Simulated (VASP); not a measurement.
Wanted: the native input for a VASP 6.6.1 run.

| Quantity | Value |
| --- | --- |
| Task | single point |
| Functional | r2SCAN |
| Potentials or basis | VASP PAW PBE potentials, release 64 (Ba_sv, S) |
| Cutoff | 520 eV |
| k mesh | 6 × 6 × 6 |
| Occupations | gaussian, width 0.01 eV |
| Spin | no spin polarisation |
| Dipole correction | no |
| Further INCAR settings | ALGO = Normal; EDIFF = 1e-06; NBANDS = 15 |

The system is BaS.

```
CELL_PARAMETERS angstrom
3.72411 0.00000 0.00000
0.00000 3.72411 0.00000
0.00000 0.00000 3.86040
ATOMIC_POSITIONS crystal
Ba 0.00000 0.00000 0.00000
S 0.50000 0.50000 0.50000
```

This cell differs from its parent crystal: epitaxial xy strain -2.9%.

The input as run:

POSCAR

```
BaS
1.0
    3.7241127791      0.0000000000      0.0000000000
    0.0000000000      3.7241127791      0.0000000000
    0.0000000000      0.0000000000      3.8603975376
Ba S
1 1
Direct
    0.0000000000      0.0000000000      0.0000000000
    0.5000000000      0.5000000000      0.5000000000
```

INCAR.step1

```
PREC = Accurate
ENCUT = 520
ISMEAR = 0
SIGMA = 0.01
LREAL = F
LASPH = T
NELM = 80
NBANDS = 15
GGA = PE
ALGO = Normal
EDIFF = 1E-4
LWAVE = T
LCHARG = F
```

INCAR.step2

```
PREC = Accurate
ENCUT = 520
EDIFF = 1E-6
ISMEAR = 0
SIGMA = 0.01
LREAL = F
LASPH = T
NELM = 80
ALGO = Normal
ISIF = 2
LWAVE = F
LCHARG = F
METAGGA = R2SCAN
LMIXTAU = T
NBANDS = 15
ISTART = 1
```

KPOINTS

```
Automatic mesh
0
Gamma
  6 6 6
```

Potentials or basis: VASP PAW PBE potentials, release 64 (Ba_sv, S).

Command:

```bash
$ cat potpaw_PBE.64/Ba_sv/POTCAR potpaw_PBE.64/S/POTCAR > POTCAR
$ cp INCAR.step1 INCAR
$ mpirun -np 1 vasp_std > vasp.out
$ cp INCAR.step2 INCAR
$ mpirun -np 1 vasp_std > vasp.out
```

It gave:

```
Pressure               : 4.0 GPa
Band gap on the k mesh : 1.59 eV, indirect (least direct gap 1.67 eV)
```

Caveat: the cell differs from its parent crystal (epitaxial xy strain -2.9%); the PAW data sets were made with another functional, which shifts forces and pressure a little; spin-orbit coupling is left out, which moves the levels of the heavy elements.

It took 70 s on 1 thread of Intel(R) Xeon(R) Platinum 8488C (Sapphire Rapids), with other jobs on the host, peak memory 0.19 GiB.
